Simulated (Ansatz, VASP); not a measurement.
# Mg: VASP beside Ansatz

```
CELL_PARAMETERS angstrom
-1.70705 1.70705 1.50030
1.70705 -1.70705 1.50030
1.70705 1.70705 -1.50030
ATOMIC_POSITIONS crystal
Mg 0.00000 0.00000 0.00000
```

Alike in both runs: task single point; functional PBE; k mesh 18 × 18 × 18; occupations gaussian, width 0.15 eV; no spin polarisation.

```csv
,VASP,Ansatz
version,VASP 6.6.1,Ansatz 0.2.0
potentials or method,"VASP PAW PBE potentials, release 64 (Mg), cutoff 520 eV","scalar-relativistic, plane waves, PAW"
valence electrons in the cell,2,10
```

VASP gave:

| Property | Result |
| --- | --- |
| gap on the k mesh at the Fermi level (eV) | none |
| pressure (GPa) | 16.7 |
| traceless stress, the component that is largest in VASP (GPa) | 2.32 |

Q: Estimate Ansatz's values.

A: gap on the k mesh at the Fermi level (eV): none; pressure (GPa): 16.7; traceless stress, the component that is largest in VASP (GPa): 2.30.

A gap of «none» marks a metal or a gap that the smearing closes. With one functional, cell and mesh, what is left measures potentials, basis and numerics. VASP's potentials hold 2 valence electrons a cell and Ansatz's 10, so a difference there can come from the potentials and not from the codes.
